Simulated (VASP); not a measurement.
# V (P6_3/mmc) in VASP: notebook

Runs on V. Level: PBEsol. Tasks: single point.

All numbers are computed with VASP 6.6.1; they aren't measurements. Logs are shortened: lines on timing, memory, paths and dates and some standing lists are left out, and cuts for length are marked.

**1. The cell of the first run**

Symmetry: P6_3/mmc, No. 194, hexagonal system. Conventional cell: a = 2.604 Å, b = 2.604 Å, c = 4.723 Å, α = 90.00°, β = 90.00°, γ = 120.00°. V (site symmetry -6m2) has 12 V at 2.60 to 2.80 Å within 3.4 Å.

This isn't the form of V at room conditions, which is bcc.

**2. Single point, PBEsol**

Contents of INCAR:

```
SYSTEM = V
PREC = Accurate
ENCUT = 520
EDIFF = 1E-7
ISMEAR = -1
SIGMA = 0.1
LREAL = .FALSE.
LASPH = .TRUE.
NELM = 60
ALGO = Normal
ISIF = 2
LWAVE = .FALSE.
LCHARG = .FALSE.
GGA = PS
NBANDS = 20
```

Contents of KPOINTS:

```
regular mesh
0
G
  13 13 7
  0 0 0
```

Contents of POSCAR:

```
V
1.0
    2.6042940000      0.0000000000      0.0000000000
   -1.3021470000      2.2553850000      0.0000000000
    0.0000000000      0.0000000000      4.7233360000
V
2
Direct
    0.6666666667      0.3333333333      0.7500000000
    0.3333333333      0.6666666667      0.2500000000
```

Potentials or basis: VASP PAW PBE potentials, release 64 (V_sv).

Started as:

```
cat potpaw_PBE.64/V_sv/POTCAR > POTCAR
mpirun -np 1 vasp_std > vasp.out
```

OUTCAR:

```text
SYSTEM = V
   PREC = Accurate
   ENCUT = 520
   EDIFF = 1E-7
   ISMEAR = -1
   LREAL = .FALSE.
   LASPH = .TRUE.
   NELM = 60
   ISIF = 2
   GGA = PS

 ion  position               nearest neighbor table
   1  0.667  0.333  0.750-   2 2.80   2 2.80   2 2.80   2 2.80   2 2.80   2 2.80
   2  0.333  0.667  0.250-   1 2.80   1 2.80   1 2.80   1 2.80   1 2.80   1 2.80

  LATTYP: Found a hexagonal cell.
 ALAT       =     2.6042940000
 C/A-ratio  =     1.8136723427

  Lattice vectors:

 A1 = (   2.6042940000,   0.0000000000,   0.0000000000)
 A2 = (  -1.3021470000,   2.2553850000,   0.0000000000)
 A3 = (   0.0000000000,   0.0000000000,   4.7233360000)

Analysis of symmetry for initial positions (statically):
=====================================================================
 Subroutine PRICEL returns:
 Original cell was already a primitive cell.

 Routine SETGRP: Setting up the symmetry group for a
 hexagonal supercell.

 Subroutine GETGRP returns: Found 24 space group operations
 (whereof 12 operations were pure point group operations)
 out of a pool of 24 trial point group operations.

The static configuration has the point symmetry D_3d.
 The point group associated with its full space group is D_6h.

Analysis of symmetry for dynamics (positions and initial velocities):
=====================================================================
 Subroutine PRICEL returns:
 Original cell was already a primitive cell.

 Routine SETGRP: Setting up the symmetry group for a
 hexagonal supercell.

 Subroutine GETGRP returns: Found 24 space group operations
 (whereof 12 operations were pure point group operations)
 out of a pool of 24 trial point group operations.

The dynamic configuration has the point symmetry D_3d.
 The point group associated with its full space group is D_6h.

 Subroutine INISYM returns: Found 24 space group operations
 (whereof 12 operations are pure point group operations),
 and found     1 'primitive' translations

----------------------------------------------------------------------------------------

                                     Primitive cell

  volume of cell :      27.7434

  direct lattice vectors                    reciprocal lattice vectors
     2.604294000  0.000000000  0.000000000     0.383981225  0.221691640  0.000000000
    -1.302147000  2.255385000  0.000000000     0.000000000  0.443383280  0.000000000
[... 75 lines left out ...]
 SYSTEM =  V
   PREC   = accura    normal or accurate (medium, high low for compatibility)
   ISTART =      0    job   : 0-new  1-cont  2-samecut
   ICHARG =      2    charge: 1-file 2-atom 10-const
   ISPIN  =      1    spin polarized calculation?
   LNONCOLLINEAR =      F non collinear calculations
   LSORBIT =      F    spin-orbit coupling
   LASPH  =      T    aspherical Exc in radial PAW
   ENCUT  =  520.0 eV  38.22 Ry    6.18 a.u.   4.84  4.84  8.78*2*pi/ulx,y,z
   NELM   =     60;   NELMIN=  2; NELMDL= -5     # of ELM steps
   EDIFF  = 0.1E-06   stopping-criterion for ELM
   LREAL  =      F    real-space projection
   EDIFFG = 0.1E-05   stopping-criterion for IOM
   NSW    =      0    number of steps for IOM
   IBRION =     -1    ionic relax: 0-MD 1-quasi-New 2-CG
   NFREE  =      0    steps in history (QN), initial steepest desc. (CG)
   ISIF   =      2    stress and relaxation
   ISYM   =      2    0-nonsym 1-usesym 2-fastsym
   POTIM  = 0.5000    time-step for ionic-motion
   TEBEG  =    0.0;   TEEND  =   0.0 temperature during run
   PSTRESS=    0.0 pullay stress
   NELECT =      26.0000    total number of electrons
   NUPDOWN=      -1.0000    fix difference up-down
   EMIN   =  10.00;   EMAX   =-10.00  energy-range for DOS
   EFERMI =   0.00;   METHOD = LEGACY
   ISMEAR =    -1;   SIGMA  =   0.10  broadening in eV -4-tet -1-fermi 0-gaus
   EFERMI_NEDOS =   21; number of points for ismear=-14 and -15
   IALGO  =     38    algorithm
   IMIX   =      4    mixing-type and parameters
     AMIX     =   0.40;   BMIX     =  1.00
     AMIX_MAG =   1.60;   BMIX_MAG =  1.00
  volume/ion in A,a.u.               =      13.87        93.61
  Fermi-wavevector in a.u.,A,eV,Ry     =   1.602062  3.027459 34.920768  2.566604
  Thomas-Fermi vector in A             =   2.698942
   LORBIT       =      0    0 simple, 1 ext, 2 COOP (PROOUT), +10 PAW based schemes
   GGA     = PS    functional components
   LHFCALC =     F    Hartree Fock is set to
   AEXX    =    0.0000 exact exchange contribution
   IVDW    =     0    specifies the selected vdW correction
   LEPSILON=     F    determine dielectric tensor
   LRPA    =     F    only Hartree local field effects (RPA)
 non-spin polarized calculation
  energy-cutoff  :      520.00
  volume of cell :       27.74
 maximum number of plane-waves:       762
 NGX is ok and might be reduce to    20
   NGX =  9   NGY =  9   NGZ = 17

 number of electron      26.0000014 magnetization

 Free energy of the ion-electron system (eV)
  ---------------------------------------------------
  ext. energy  EPLUGINS =         0.00000000
  ---------------------------------------------------
  free energy    TOTEN  =       -18.76753957 eV

  energy without entropy =      -18.65247533  energy(sigma->0) =      -18.71000745

 E-fermi :   9.5492     XC(G=0): -12.8795

 val. band max:        9.5443473276   @ k =   0.2308   0.1538   0.0000
 cond. band min:       9.5518556241   @ k =   0.3077   0.0769   0.2857
 fundamental gap:      0.0075082965
 Fermi energy:         9.5492046687

 k-point     1 :       0.0000    0.0000    0.0000
  band No.  band energies     occupation
      1     -54.2284      2.00000
      2     -54.1194      2.00000
      3     -28.4391      2.00000
      4     -27.7979      2.00000
      5     -27.6595      2.00000
      6     -27.6595      2.00000
[... 541 lines left out ...]
     19      12.4546      0.00000
     20      13.5481      0.00000

 [... further k-points ...]
[... 5 lines left out ...]
  --------------------------------------------------------------------------------------
  -------------------------------------------------------------------------------------
  Total       -1.0738435     -1.0738437     -1.2660430      0.0000000      0.0000000      0.0000000
  in kB      -62.0143256    -62.0143386    -73.1138256      0.0000000      0.0000000      0.0000000
  external PRESSURE =     -65.7141633 kB  Pullay stress =       0.0000000 kB

 VOLUME and BASIS-vectors are now :
 -----------------------------------------------------------------------------
  energy-cutoff  :      520.00
  volume of cell :       27.74
      direct lattice vectors                 reciprocal lattice vectors
     2.604294000  0.000000000  0.000000000     0.383981225  0.221691640  0.000000000
    -1.302147000  2.255385000  0.000000000     0.000000000  0.443383280  0.000000000
     0.000000000  0.000000000  4.723336000     0.000000000  0.000000000  0.211714771

 POSITION                                       TOTAL-FORCE (eV/Angst)
 -----------------------------------------------------------------------------------
      1.30215      0.75179      3.54250        -0.000000      0.000000      0.000000
     -0.00000      1.50359      1.18083         0.000000     -0.000000      0.000000
 -----------------------------------------------------------------------------------
    total drift:                                0.000000     -0.000000      0.000000

  FREE ENERGIE OF THE ION-ELECTRON SYSTEM (eV)
  ---------------------------------------------------
  free  energy   TOTEN  =       -18.7675395706 eV

  energy  without entropy=      -18.6524753269  energy(sigma->0) =      -18.71000745
```

OSZICAR:

```text
N       E                     dE             d eps       ncg     rms          rms(c)
DAV:   1     0.324315821715E+03    0.32432E+03   -0.16427E+04  3360   0.152E+03
DAV:   2    -0.121127713333E+02   -0.33643E+03   -0.33061E+03  3452   0.494E+02
DAV:   3    -0.215792192746E+02   -0.94664E+01   -0.92664E+01  3660   0.982E+01
DAV:   4    -0.216759219157E+02   -0.96703E-01   -0.96481E-01  3424   0.101E+01
DAV:   5    -0.216771335856E+02   -0.12117E-02   -0.12117E-02  3576   0.114E+00    0.260E+01
DAV:   6    -0.188356037703E+02    0.28415E+01   -0.12447E+01  3396   0.356E+01    0.242E+00
DAV:   7    -0.187888293933E+02    0.46774E-01   -0.11469E-01  3500   0.325E+00    0.122E+00
DAV:   8    -0.187675867129E+02    0.21243E-01   -0.15859E-02  3444   0.141E+00    0.162E-01
DAV:   9    -0.187675221968E+02    0.64516E-04   -0.58176E-04  3576   0.259E-01    0.393E-02
DAV:  10    -0.187675392882E+02   -0.17091E-04   -0.44125E-05  4064   0.696E-02    0.128E-02
DAV:  11    -0.187675401395E+02   -0.85134E-06   -0.22926E-06  3460   0.151E-02    0.272E-03
DAV:  12    -0.187675396040E+02    0.53555E-06   -0.61147E-08  2076   0.239E-03    0.389E-04
DAV:  13    -0.187675395706E+02    0.33379E-07   -0.58587E-09  1728   0.935E-04
   1 F= -.18767540E+02 E0= -.18710007E+02  d E =-.115064E+00
```

stdout:

```text
POSCAR found type information on POSCAR V
 POSCAR found :  1 types and       2 ions
 scaLAPACK will be used
 -----------------------------------------------------------------------------
|                                                                             |
|                                                                             |
|     You enforced a specific xc type in the INCAR file but a different       |
|     I HOPE YOU KNOW WHAT YOU ARE DOING!                                     |
|                                                                             |
 -----------------------------------------------------------------------------

 LDA part: xc-table for (Slater+PW92), standard interpolation
 POSCAR, INCAR and KPOINTS ok, starting setup
 FFT: planning ... GRIDC
 FFT: planning ... GRID_SOFT
 FFT: planning ... GRID
 WAVECAR not read
 entering main loop
```

Run time: 42 s. Hardware: 1 thread of Intel Xeon 8259CL, shared host; peak memory 0.16 GiB.

What came out:

| Property | Result |
| --- | --- |
| Free energy | -18.7675 eV |
| Pressure | -6.6 GPa |
| Band gap on the k mesh | zero (bands 13 and 14 overlap by 1.68 eV) |

Caveat: the cell stands under tension; the PAW data sets were made with another functional, which shifts forces and pressure a little.

**3. Single point, PBEsol, collinear spin, ferromagnetic start**

Contents of INCAR:

```
ALGO = Normal
EDIFF = 1E-6
ENCUT = 520
GGA = PS
ISIF = 2
ISMEAR = -1
ISPIN = 2
LASPH = T
LCHARG = F
LMAXMIX = 4
LORBIT = 11
LREAL = F
LWAVE = F
MAGMOM = 1.5 1.5
NBANDS = 24
NELM = 150
PREC = Accurate
SIGMA = 0.1
```

Contents of KPOINTS:

```
k-points
0
Gamma
  13 13 7
```

POSCAR is that of step 2.

Potentials or basis: VASP PAW PBE potentials, release 64 (V_sv).

Started as:

```
cat potpaw_PBE.64/V_sv/POTCAR > POTCAR
mpirun -np 1 vasp_std > vasp.out
```

It took 2.7 min on 1 thread of Intel Xeon 8259CL, shared host; peak memory 0.2 GiB.

It converged, with:

```yaml
Free_energy: -18.7675 eV
Pressure: -6.6 GPa
Band_gap_on_the_k_mesh: zero (filled and empty bands overlap)
Net_moment: 0.00 μB per cell
Valence_electrons_inside_the_program's_atomic_spheres: V 11.63
```

Stress tensor (GPa, compression positive):
```
-6.20  0.00  0.00
 0.00 -6.20  0.00
 0.00  0.00 -7.31
```

Levels at points of the mesh, in eV from the Fermi level:
Spin up:
| k point | band 9 | band 10 | band 11 | band 12 | band 13 | band 14 | band 15 | band 16 | band 17 | band 18 |
| --- | --- | --- | --- | --- | --- | --- | --- | --- | --- | --- |
| (0.00, 0.00, 0.00) | -6.86 | -3.44 | -0.57 | -0.23 | 0.33 | 0.33 | 0.65 | 0.65 | 1.83 | 1.83 |
Spin down:
```csv
k point,band 9,band 10,band 11,band 12,band 13,band 14,band 15,band 16,band 17,band 18
"(0.00, 0.00, 0.00)",-6.86,-3.44,-0.57,-0.23,0.33,0.33,0.65,0.65,1.83,1.83
```

Caveat: the cell stands under tension; the PAW data sets were made with another functional, which shifts forces and pressure a little.

**4. Single point, PBEsol, collinear spin, antiferromagnetic start**

Contents of INCAR:

```
SYSTEM = V
PREC = Accurate ; ENCUT = 520
EDIFF = 1E-7 ; ISMEAR = -1
SIGMA = 0.1 ; LREAL = .FALSE.
LASPH = .TRUE. ; NELM = 150
ALGO = Normal ; ISIF = 2
LWAVE = .FALSE. ; LCHARG = .FALSE.
ISPIN = 2 ; MAGMOM = 1.5 -1.5
LORBIT = 11 ; LMAXMIX = 4
GGA = PS ; NBANDS = 24
```

Contents of KPOINTS:

```
Automatic mesh
0
G
  13 13 7
  0 0 0
```

POSCAR is that of step 3.

Started as:

```
cat potpaw_PBE.64/V_sv/POTCAR > POTCAR
mpirun -np 1 vasp_std > vasp.out
```

Run time: 3.2 min. Hardware: 1 thread of Intel Xeon 8259CL, shared host; peak memory 0.2 GiB.

Results (log left out):

| Quantity | Value |
| --- | --- |
| Free energy | -18.7675 eV |
| Pressure | -6.6 GPa |
| Band gap on the k mesh | zero (filled and empty bands overlap) |
| Net moment | 0.00 μB per cell |
| Valence electrons inside the program's atomic spheres | V 11.63 |

Stress tensor (GPa, compression positive):
```
-6.19  0.00  0.00
 0.00 -6.19  0.00
 0.00  0.00 -7.30
```

Levels at points of the mesh, in eV from the Fermi level:
Spin up:
| k point | band 10 | band 11 | band 12 | band 13 | band 14 | band 15 | band 16 | band 17 |
| --- | --- | --- | --- | --- | --- | --- | --- | --- |
| (0.00, 0.00, 0.00) | -3.44 | -0.57 | -0.23 | 0.33 | 0.33 | 0.65 | 0.65 | 1.83 |
Spin down:
```
           k point  band 11  band 12  band 13  band 14  band 15  band 16
(0.00, 0.00, 0.00)    -0.57    -0.23     0.33     0.33     0.65     0.65
```

Caveat: the cell stands under tension; the PAW data sets were made with another functional, which shifts forces and pressure a little.

**5. Overview**

```tsv
spin	gap on the mesh (eV)	pressure (GPa)	moment (μB)
off	none	-6.6	-
collinear, ferromagnetic start	none	-6.6	0.00
collinear, antiferromagnetic start	none	-6.6	0.00
```

Alike in all rows: task single point; level PBEsol; potentials or basis VASP PAW PBE potentials, release 64 (V_sv); cell as given; k mesh 13 × 13 × 7; cutoff (eV) 520; smearing fermi-dirac 0.1 eV.

Caveats: the cell stands under tension; the PAW data sets were made with another functional, which shifts forces and pressure a little.

Total energies depend on the potentials used, so only differences within one code and one set of settings carry meaning.
